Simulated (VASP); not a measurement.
# WS2 (P6_3/mmc) in VASP: notebook

Runs on WS2. Level: r2SCAN. Tasks: single point.

All numbers are computed with VASP 6.6.1; they aren't measurements. Logs are shortened: lines on timing, memory, paths and dates and some standing lists are left out, and cuts for length are marked.

### Step 1. The cell of the first run

It takes space group P6_3/mmc (No. 194, hexagonal). Conventional cell: a = 3.245 Å, b = 3.245 Å, c = 12.911 Å, α = 90.00°, β = 90.00°, γ = 120.00°. Within 3.3 Å of W (site symmetry -6m2) lie 6 S at 2.43 Å and 6 W at 3.25 Å. Within 3.3 Å of S (site symmetry 3m) lie 3 W at 2.43 Å and 7 S at 3.08 to 3.25 Å.

### Step 2. Single point, r2SCAN (biaxial strain in the a-b plane: +2.0 %)

Contents of POSCAR:

```
WS2
1.0
    3.2452512936      0.0000000000      0.0000000000
   -1.6226256468      2.8104700619      0.0000000000
    0.0000000000      0.0000000000     12.9105715982
W S
2 4
Direct
    0.3333333333      0.6666666667      0.2500000000
    0.6666666667      0.3333333333      0.7500000000
    0.3333333333      0.6666666667      0.6306574699
    0.6666666667      0.3333333333      0.1306574699
    0.3333333333      0.6666666667      0.8693425301
    0.6666666667      0.3333333333      0.3693425301
```

Contents of INCAR.step1:

```
PREC     = Accurate       # precision mode
ENCUT    = 520            # plane-wave cutoff, eV
ISMEAR   = 0              # smearing method
SIGMA    = 0.02           # smearing width, eV
LREAL    = False          # projectors in reciprocal space
LASPH    = True           # aspherical terms in the spheres
NELM     = 60             # most SCF steps
NBANDS   = 35             # bands
GGA      = PE             # functional
ALGO     = Normal         # electronic algorithm
EDIFF    = 1E-4           # SCF threshold, eV
LWAVE    = True           # write WAVECAR
LCHARG   = False          # write CHGCAR
```

Contents of INCAR.step2:

```
PREC     = Accurate       # precision mode
ENCUT    = 520            # plane-wave cutoff, eV
EDIFF    = 1E-6           # SCF threshold, eV
ISMEAR   = 0              # smearing method
SIGMA    = 0.02           # smearing width, eV
LREAL    = False          # projectors in reciprocal space
LASPH    = True           # aspherical terms in the spheres
NELM     = 60             # most SCF steps
ALGO     = Normal         # electronic algorithm
ISIF     = 2              # what is computed and relaxed
LWAVE    = False          # write WAVECAR
LCHARG   = False          # write CHGCAR
METAGGA  = R2SCAN         # meta-GGA
LMIXTAU  = True         
NBANDS   = 35             # bands
ISTART   = 1
```

Contents of KPOINTS:

```
Automatic mesh
0
Gamma
  12 12 2
```

Potentials or basis: VASP PAW PBE potentials, release 64 (W_sv, S).

Launch:

```console
> cat potpaw_PBE.64/W_sv/POTCAR potpaw_PBE.64/S/POTCAR > POTCAR
> cp INCAR.step1 INCAR
> mpirun -np 1 vasp_std > vasp.out
> cp INCAR.step2 INCAR
> mpirun -np 1 vasp_std > vasp.out
```

OUTCAR:

```text
PREC = Accurate
   ENCUT = 520
   EDIFF = 1E-6
   ISMEAR = 0
   LREAL = False
   LASPH = True
   NELM = 60
   ISIF = 2
   METAGGA = R2SCAN
   ISTART = 1

 ion  position               nearest neighbor table
   1  0.333  0.667  0.250-   4 2.43   6 2.43   4 2.43   6 2.43   4 2.43   6 2.43
   2  0.667  0.333  0.750-   3 2.43   5 2.43   3 2.43   5 2.43   3 2.43   5 2.43
   3  0.333  0.667  0.631-   2 2.43   2 2.43   2 2.43
   4  0.667  0.333  0.131-   1 2.43   1 2.43   1 2.43
   5  0.333  0.667  0.869-   2 2.43   2 2.43   2 2.43
   6  0.667  0.333  0.369-   1 2.43   1 2.43   1 2.43

  LATTYP: Found a hexagonal cell.
 ALAT       =     3.2452512936
 C/A-ratio  =     3.9782964184

  Lattice vectors:

 A1 = (   3.2452512936,   0.0000000000,   0.0000000000)
 A2 = (  -1.6226256468,   2.8104700619,   0.0000000000)
 A3 = (   0.0000000000,   0.0000000000,  12.9105715982)

Analysis of symmetry for initial positions (statically):
=====================================================================
 Subroutine PRICEL returns:
 Original cell was already a primitive cell.

 Routine SETGRP: Setting up the symmetry group for a
 hexagonal supercell.

 Subroutine GETGRP returns: Found 24 space group operations
 (whereof 12 operations were pure point group operations)
 out of a pool of 24 trial point group operations.

The static configuration has the point symmetry D_3d.
 The point group associated with its full space group is D_6h.

Analysis of symmetry for dynamics (positions and initial velocities):
=====================================================================
 Subroutine PRICEL returns:
 Original cell was already a primitive cell.

 Routine SETGRP: Setting up the symmetry group for a
 hexagonal supercell.

 Subroutine GETGRP returns: Found 24 space group operations
 (whereof 12 operations were pure point group operations)
 out of a pool of 24 trial point group operations.

The dynamic configuration has the point symmetry D_3d.
 The point group associated with its full space group is D_6h.

 Subroutine INISYM returns: Found 24 space group operations
 (whereof 12 operations are pure point group operations),
 and found     1 'primitive' translations

----------------------------------------------------------------------------------------

                                     Primitive cell

[... 98 lines left out ...]
   EDIFF  = 0.1E-05   stopping-criterion for ELM
   LREAL  =      F    real-space projection
   EDIFFG = 0.1E-04   stopping-criterion for IOM
   NSW    =      0    number of steps for IOM
   IBRION =     -1    ionic relax: 0-MD 1-quasi-New 2-CG
   NFREE  =      0    steps in history (QN), initial steepest desc. (CG)
   ISIF   =      2    stress and relaxation
   ISYM   =      2    0-nonsym 1-usesym 2-fastsym
   POTIM  = 0.5000    time-step for ionic-motion
   TEBEG  =    0.0;   TEEND  =   0.0 temperature during run
   PSTRESS=    0.0 pullay stress
   NELECT =      52.0000    total number of electrons
   NUPDOWN=      -1.0000    fix difference up-down
   EMIN   =  10.00;   EMAX   =-10.00  energy-range for DOS
   EFERMI =   0.00;   METHOD = LEGACY
   ISMEAR =     0;   SIGMA  =   0.02  broadening in eV -4-tet -1-fermi 0-gaus
   EFERMI_NEDOS =   21; number of points for ismear=-14 and -15
   IALGO  =     38    algorithm
   IMIX   =      4    mixing-type and parameters
     AMIX     =   0.40;   BMIX     =  1.00
     AMIX_MAG =   1.60;   BMIX_MAG =  1.00
  volume/ion in A,a.u.               =      19.63       132.44
  Fermi-wavevector in a.u.,A,eV,Ry     =   1.246671  2.355866 21.146003  1.554187
  Thomas-Fermi vector in A             =   2.380837
   LORBIT       =      0    0 simple, 1 ext, 2 COOP (PROOUT), +10 PAW based schemes
   METAGGA = R2SCAN    functional components
   LHFCALC =     F    Hartree Fock is set to
   AEXX    =    0.0000 exact exchange contribution
   IVDW    =     0    specifies the selected vdW correction
   LEPSILON=     F    determine dielectric tensor
   LRPA    =     F    only Hartree local field effects (RPA)
 non-spin polarized calculation
 Gauss-broadening in eV      SIGMA  =   0.02
  energy-cutoff  :      520.00
  volume of cell :      117.75
 maximum number of plane-waves:      3216
   NGX = 13   NGY = 13   NGZ = 49

 number of electron      52.0000003 magnetization

 Free energy of the ion-electron system (eV)
  ---------------------------------------------------
  ext. energy  EPLUGINS =         0.00000000
  ---------------------------------------------------
  free energy    TOTEN  =      -140.09114337 eV

  energy without entropy =     -140.09114337  energy(sigma->0) =     -140.09114337

 E-fermi :   6.3391     XC(G=0): -10.9963

 val. band max:        6.1839145487   @ k =   0.0000   0.0000   0.0000
 cond. band min:       7.1149616919   @ k =   0.3333   0.3333   0.0000
 fundamental gap:      0.9310471432
 Fermi energy:         6.3390725069

 k-point     1 :       0.0000    0.0000    0.0000
  band No.  band energies     occupation
      1     -70.5693      2.00000
      2     -70.5693      2.00000
      3     -34.1084      2.00000
      4     -34.1084      2.00000
      5     -34.0215      2.00000
      6     -34.0215      2.00000
[... 901 lines left out ...]
     34      10.0629      0.00000
     35      12.4735      0.00000

 [... further k-points ...]

------------------------ aborting loop because EDIFF is reached ----------------------------------------

  FORCE on cell =-STRESS in cart. coord.  units (eV):
  Direction    XX          YY          ZZ          XY          YZ          ZX
  --------------------------------------------------------------------------------------
  -------------------------------------------------------------------------------------
  Total       -3.9925461     -3.9925461     -0.1686027     -0.0000000      0.0000000     -0.0000000
  in kB      -54.3235015    -54.3235015     -2.2940475     -0.0000000      0.0000000     -0.0000000
  external PRESSURE =     -36.9803502 kB  Pullay stress =       0.0000000 kB

 VOLUME and BASIS-vectors are now :
 -----------------------------------------------------------------------------
  energy-cutoff  :      520.00
  volume of cell :      117.75
      direct lattice vectors                 reciprocal lattice vectors
     3.245251294  0.000000000  0.000000000     0.308142547  0.177906183  0.000000000
    -1.622625647  2.810470062  0.000000000     0.000000000  0.355812365  0.000000000
     0.000000000  0.000000000 12.910571598     0.000000000  0.000000000  0.077455904

 POSITION                                       TOTAL-FORCE (eV/Angst)
 -----------------------------------------------------------------------------------
     -0.00000      1.87365      3.22764         0.000000     -0.000000      0.000000
      1.62263      0.93682      9.68293        -0.000000      0.000000      0.000000
     -0.00000      1.87365      8.14215        -0.000000      0.000000      0.030169
      1.62263      0.93682      1.68686        -0.000000     -0.000000      0.030169
     -0.00000      1.87365     11.22371        -0.000000     -0.000000     -0.030169
      1.62263      0.93682      4.76842        -0.000000     -0.000000     -0.030169
 -----------------------------------------------------------------------------------
    total drift:                               -0.000000      0.000000     -0.000000

  FREE ENERGIE OF THE ION-ELECTRON SYSTEM (eV)
  ---------------------------------------------------
  free  energy   TOTEN  =      -140.0911433656 eV

  energy  without entropy=     -140.0911433656  energy(sigma->0) =     -140.09114337
```

OUTCAR.step1:

```text
PREC = Accurate
   ENCUT = 520
   ISMEAR = 0
   LREAL = False
   LASPH = True
[... 1150 lines left out ...]
     -0.00000      1.87365      8.14215        -0.000000      0.000000     -0.160415
      1.62263      0.93682      1.68686         0.000000     -0.000000     -0.160415
     -0.00000      1.87365     11.22371        -0.000000      0.000000      0.160415
      1.62263      0.93682      4.76842         0.000000      0.000000      0.160415
 -----------------------------------------------------------------------------------
    total drift:                               -0.000000      0.000000     -0.000000

  FREE ENERGIE OF THE ION-ELECTRON SYSTEM (eV)
  ---------------------------------------------------
  free  energy   TOTEN  =       -47.2693153834 eV

  energy  without entropy=      -47.2693153834  energy(sigma->0) =      -47.26931538
```

Run time: 3.5 min. Hardware: 1 thread of Intel Xeon 6975P-C (Granite Rapids), shared host; peak memory 0.31 GiB.

Results:

```
Free energy            : -140.0911 eV
Pressure               : -3.7 GPa
Largest force          : 0.030 eV/Å
Band gap on the k mesh : 0.93 eV (least direct gap 1.63 eV)
```

Forces on the atoms (eV/Å):
```
W    0.000  0.000  0.000
W    0.000  0.000  0.000
S    0.000  0.000  0.030
S    0.000  0.000  0.030
S    0.000  0.000 -0.030
S    0.000  0.000 -0.030
```

Caveat: the cell differs from its parent crystal (biaxial strain in the a-b plane: +2.0 %); the stress differs along the axes, from -5 to -0 GPa; the PAW data sets were made with another functional, which shifts forces and pressure a little; spin-orbit coupling is left out, which moves the levels of the heavy elements. A k mesh can miss the band edges.

### Step 3. Single point, r2SCAN (biaxial strain in the a-b plane: +2.0 %, then relaxed in part)

Contents of POSCAR:

```
WS2
1.0
    3.2452512936      0.0000000000      0.0000000000
   -1.6226256468      2.8104700619      0.0000000000
    0.0000000000      0.0000000000     12.9618100303
W S
2 4
Direct
    0.3333333333      0.6666666667      0.2500000000
    0.6666666667      0.3333333333      0.7500000000
    0.3333333333      0.6666666667      0.6312964578
    0.6666666667      0.3333333333      0.1312964578
    0.3333333333      0.6666666667      0.8687035422
    0.6666666667      0.3333333333      0.3687035422
```

Contents of INCAR.step1:

```
PREC = Accurate
ENCUT = 520
ISMEAR = 0
SIGMA = 0.02
LREAL = False
LASPH = True
NELM = 100
NBANDS = 35
GGA = PE
ALGO = Normal
EDIFF = 1E-4
LWAVE = True
LCHARG = False
```

Contents of INCAR.step2:

```
PREC = Accurate
ENCUT = 520
EDIFF = 1E-7
ISMEAR = 0
SIGMA = 0.02
LREAL = False
LASPH = True
NELM = 100
ALGO = Normal
ISIF = 2
LWAVE = False
LCHARG = False
METAGGA = R2SCAN
LMIXTAU = True
NBANDS = 35
ISTART = 1
```

Contents of KPOINTS:

```
regular mesh
0
Gamma
  12 12 2
```

Potentials or basis: VASP PAW PBE potentials, release 64 (W_sv, S).

Launch:

```console
> cat potpaw_PBE.64/W_sv/POTCAR potpaw_PBE.64/S/POTCAR > POTCAR
> cp INCAR.step1 INCAR
> mpirun -np 1 vasp_std > vasp.out
> cp INCAR.step2 INCAR
> mpirun -np 1 vasp_std > vasp.out
```

Run time: 4.3 min. Hardware: 1 thread of Intel Xeon 6975P-C (Granite Rapids), shared host; peak memory 0.31 GiB.

It converged, with:

| Item | Value |
| --- | --- |
| Free energy | -140.0913 eV |
| Pressure | -3.5 GPa |
| Largest force | 0.018 eV/Å |
| Band gap on the k mesh | 0.93 eV (least direct gap 1.63 eV) |

Forces in eV/Å, atoms in the order of the input:
```
W    0.000  0.000  0.000
W    0.000  0.000  0.000
S    0.000  0.000 -0.018
S    0.000  0.000 -0.018
S    0.000  0.000  0.018
S    0.000  0.000  0.018
```

Stress tensor (GPa, compression positive):
```
-5.29  0.00  0.00
 0.00 -5.29  0.00
 0.00  0.00  0.08
```

Levels at points of the mesh, in eV from the valence-band top:
| k point | band 24 | band 25 | band 26 | band 27 | band 28 | band 29 |
| --- | --- | --- | --- | --- | --- | --- |
| (0.00, 0.00, 0.00) | -1.82 | -0.83 | 0.00 | 2.22 | 2.22 | 2.23 |
| (0.50, 0.00, 0.00) | -2.26 | -1.68 | -1.56 | 2.02 | 2.04 | 2.45 |
| (0.00, 0.00, 0.50) | -2.63 | -0.27 | -0.27 | 2.22 | 2.22 | 2.22 |
| (0.50, 0.00, 0.50) | -2.31 | -1.61 | -1.61 | 2.03 | 2.03 | 2.50 |

Caveat: the cell differs from its parent crystal (biaxial strain in the a-b plane: +2.0 %, then relaxed in part); the stress differs along the axes, from -5 to 0 GPa; the PAW data sets were made with another functional, which shifts forces and pressure a little; spin-orbit coupling is left out, which moves the levels of the heavy elements. A k mesh can miss the band edges.

### Step 4. Single point, r2SCAN

This run uses another cell than the first one, of 19.70 Å³/atom.

POSCAR is that of step 3.

Contents of INCAR.step1:

```
SYSTEM = WS2
ALGO = Normal ; EDIFF = 1E-4
ENCUT = 520 ; GGA = PE
ISMEAR = 0 ; LASPH = .True.
LCHARG = .False. ; LREAL = .False.
LWAVE = .True. ; NBANDS = 35
NELM = 60 ; PREC = Accurate
SIGMA = 0.02
```

Contents of INCAR.step2:

```
SYSTEM = WS2
ALGO = Normal ; EDIFF = 1E-6
ENCUT = 520 ; ISIF = 2
ISMEAR = 0 ; ISTART = 1
LASPH = .True. ; LCHARG = .False.
LMIXTAU = .True. ; LREAL = .False.
LWAVE = .False. ; METAGGA = R2SCAN
NBANDS = 35 ; NELM = 60
PREC = Accurate ; SIGMA = 0.02
```

Contents of KPOINTS:

```
k-points
0
Gamma
  12 12 2
  0 0 0
```

Potentials or basis: VASP PAW PBE potentials, release 64 (W_sv, S).

Launch:

```console
> cat potpaw_PBE.64/W_sv/POTCAR potpaw_PBE.64/S/POTCAR > POTCAR
> cp INCAR.step1 INCAR
> mpirun -np 1 vasp_std > vasp.out
> cp INCAR.step2 INCAR
> mpirun -np 1 vasp_std > vasp.out
```

OUTCAR:

```text
SYSTEM = WS2
   EDIFF = 1E-6
   ENCUT = 520
   ISIF = 2
   ISMEAR = 0
   ISTART = 1
   LASPH = .True.
   LREAL = .False.
   METAGGA = R2SCAN
   NELM = 60
   PREC = Accurate

 ion  position               nearest neighbor table
   1  0.333  0.667  0.250-   4 2.42   6 2.42   4 2.42   6 2.42   4 2.42   6 2.42
   2  0.667  0.333  0.750-   3 2.42   5 2.42   3 2.42   5 2.42   3 2.42   5 2.42
   3  0.333  0.667  0.631-   2 2.42   2 2.42   2 2.42
   4  0.667  0.333  0.131-   1 2.42   1 2.42   1 2.42
   5  0.333  0.667  0.869-   2 2.42   2 2.42   2 2.42
   6  0.667  0.333  0.369-   1 2.42   1 2.42   1 2.42

  LATTYP: Found a hexagonal cell.
 ALAT       =     3.2452512936
 C/A-ratio  =     3.9940851594

  Lattice vectors:

 A1 = (   3.2452512936,   0.0000000000,   0.0000000000)
 A2 = (  -1.6226256468,   2.8104700619,   0.0000000000)
 A3 = (   0.0000000000,   0.0000000000,  12.9618100303)

Analysis of symmetry for initial positions (statically):
=====================================================================
[... 185 lines left out ...]
 cond. band min:       7.0611534098   @ k =   0.3333   0.3333   0.0000
 fundamental gap:      0.9271160938
 Fermi energy:         6.2661994742

 k-point     1 :       0.0000    0.0000    0.0000
  band No.  band energies     occupation
      1     -70.6134      2.00000
      2     -70.6134      2.00000
      3     -34.1534      2.00000
      4     -34.1534      2.00000
      5     -34.0671      2.00000
      6     -34.0671      2.00000
[... 901 lines left out ...]
     34      10.0255      0.00000
     35      12.4373      0.00000

 [... further k-points ...]

------------------------ aborting loop because EDIFF is reached ----------------------------------------

  FORCE on cell =-STRESS in cart. coord.  units (eV):
  Direction    XX          YY          ZZ          XY          YZ          ZX
  --------------------------------------------------------------------------------------
  -------------------------------------------------------------------------------------
  Total       -3.9067143     -3.9067143      0.0618241      0.0000000     -0.0000000      0.0000000
  in kB      -52.9455285    -52.9455285      0.8378679      0.0000000     -0.0000000      0.0000000
  external PRESSURE =     -35.0177297 kB  Pullay stress =       0.0000000 kB

 VOLUME and BASIS-vectors are now :
 -----------------------------------------------------------------------------
  energy-cutoff  :      520.00
  volume of cell :      118.22
      direct lattice vectors                 reciprocal lattice vectors
     3.245251294  0.000000000  0.000000000     0.308142547  0.177906183  0.000000000
    -1.622625647  2.810470062  0.000000000     0.000000000  0.355812365  0.000000000
     0.000000000  0.000000000 12.961810030     0.000000000  0.000000000  0.077149719

 POSITION                                       TOTAL-FORCE (eV/Angst)
 -----------------------------------------------------------------------------------
     -0.00000      1.87365      3.24045        -0.000000      0.000000      0.000000
      1.62263      0.93682      9.72136         0.000000     -0.000000      0.000000
     -0.00000      1.87365      8.18274         0.000000     -0.000000     -0.017856
      1.62263      0.93682      1.70184        -0.000000     -0.000000     -0.017856
     -0.00000      1.87365     11.25997         0.000000      0.000000      0.017856
      1.62263      0.93682      4.77907        -0.000000      0.000000      0.017856
 -----------------------------------------------------------------------------------
    total drift:                               -0.000000      0.000000     -0.000000

  FREE ENERGIE OF THE ION-ELECTRON SYSTEM (eV)
  ---------------------------------------------------
  free  energy   TOTEN  =      -140.0913484762 eV

  energy  without entropy=     -140.0913484762  energy(sigma->0) =     -140.09134848
```

Wall time 3.6 min (1 thread of Intel Xeon 6975P-C (Granite Rapids), shared host); peak memory 0.31 GiB.

Results:

```
Free energy            : -140.0913 eV
Pressure               : -3.5 GPa
Largest force          : 0.018 eV/Å
Band gap on the k mesh : 0.93 eV (least direct gap 1.63 eV)
```

Forces on the atoms (eV/Å):
```
W    0.000  0.000  0.000
W    0.000  0.000  0.000
S    0.000  0.000 -0.018
S    0.000  0.000 -0.018
S    0.000  0.000  0.018
S    0.000  0.000  0.018
```

Levels at points of the mesh, in eV from the valence-band top:
```csv
k point,band 23,band 24,band 25,band 26,band 27,band 28,band 29,band 30
"(0.00, 0.00, 0.00)",-2.62,-1.82,-0.83,0.00,2.22,2.22,2.23,2.23
"(0.50, 0.00, 0.00)",-2.35,-2.26,-1.68,-1.56,2.02,2.04,2.45,2.54
"(0.00, 0.00, 0.50)",-2.63,-2.63,-0.27,-0.27,2.22,2.22,2.22,2.22
"(0.50, 0.00, 0.50)",-2.31,-2.31,-1.61,-1.61,2.03,2.03,2.50,2.50
```

Caveat: the stress differs along the axes, from -5 to 0 GPa; the PAW data sets were made with another functional, which shifts forces and pressure a little; spin-orbit coupling is left out, which moves the levels of the heavy elements.

[end of part 1 of 2]
